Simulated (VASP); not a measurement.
Crystal: Be2Se.

```
Be Se
1.0
     0.00000    2.70436    2.70436
     2.70436    0.00000    2.70436
     2.70436    2.70436    0.00000
Be Se
2 1
Direct
  0.75000 0.75000 0.75000
  0.50000 0.50000 0.50000
  0.00000 0.00000 0.00000
```

The cell was generated, and may not be a known phase.

- Program: VASP 6.6.1
- Task: relaxation of cell and atoms
- Functional: PBE
- Potentials or basis: VASP PAW PBE potentials, release 64 (Be, Se)
- Cutoff: 600 eV
- k mesh: 6 × 6 × 6
- Occupations: gaussian, width 0.1 eV
- Spin: no spin polarisation

At the start: pressure 4.6 GPa; volume 13.19 Å³/atom.

Q: Where does the relaxation end?

A: Over 3 steps the energy falls by 13.2 meV/atom and the volume is 14.20 Å³/atom (+7.7 %); space group F-43m (No. 216, to 0.1 Å) before and after.

Step by step:
| step | energy change (eV) | largest force (eV/Å) | pressure (GPa) | volume (Å³) |
| --- | --- | --- | --- | --- |
| 1 | 0.0000 | 0.0000 | 4.63 | 39.56 |
| 2 | -0.0375 | 0.0000 | 0.99 | 41.78 |
| 3 | -0.0396 | 0.0000 | -0.14 | 42.61 |

Final structure:
```yaml
crystal:
  lattice:
    - [0.00000, 2.77211, 2.77211]
    - [2.77211, 0.00000, 2.77211]
    - [2.77211, 2.77211, 0.00000]
  atoms:
    - { symbol: Be, position: [0.75000, 0.75000, 0.75000] }
    - { symbol: Be, position: [0.50000, 0.50000, 0.50000] }
    - { symbol: Se, position: [0.00000, 0.00000, 0.00000] }
```
